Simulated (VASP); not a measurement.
The system is MnO.

```
Mn O
1.0
     0.00000    2.22391    2.22391
     2.22391    0.00000    2.22391
     2.22391    2.22391    0.00000
Mn O
1 1
Direct
  0.00000 0.00000 0.00000
  0.50000 0.50000 0.50000
```

- Program: VASP 6.6.1
- Task: relaxation of cell and atoms
- Functional: BLYP
- Dispersion: D4
- Potentials or basis: VASP PAW PBE potentials, release 64 (Mn_pv, O)
- Cutoff: 600 eV
- k mesh: 10 × 10 × 10
- Occupations: fermi-dirac, width 0.05 eV
- Spin: collinear spin, ferromagnetic start
- Starting moments: [4.0, 0.0] μB

At the start: pressure -3.1 GPa; volume 11.00 Å³/atom.

Q: How do energy, volume and symmetry change on relaxing?

A: Over 3 steps the energy falls by 3.9 meV/atom and the volume is 10.60 Å³/atom (-3.6 %); space group Fm-3m (No. 225, to 0.1 Å) before and after; moment 4.57 μB per cell.

Step by step:
| step | energy change (eV) | largest force (eV/Å) | pressure (GPa) | volume (Å³) |
| --- | --- | --- | --- | --- |
| 1 | 0.0000 | 0.0000 | -3.14 | 22.00 |
| 2 | -0.0078 | 0.0000 | -0.50 | 21.32 |
| 3 | -0.0079 | 0.0000 | 0.14 | 21.20 |

Final structure:
```yaml
crystal:
  lattice:
    - [0.00000, 2.19667, 2.19667]
    - [2.19667, 0.00000, 2.19667]
    - [2.19667, 2.19667, 0.00000]
  atoms:
    - { symbol: Mn, position: [0.00000, 0.00000, 0.00000] }
    - { symbol: O, position: [0.50000, 0.50000, 0.50000] }
```

Caveat: the PAW data sets were made with another functional, which shifts forces and pressure a little; a cell with one magnetic atom can't hold antiferromagnetic order, which such compounds often take.
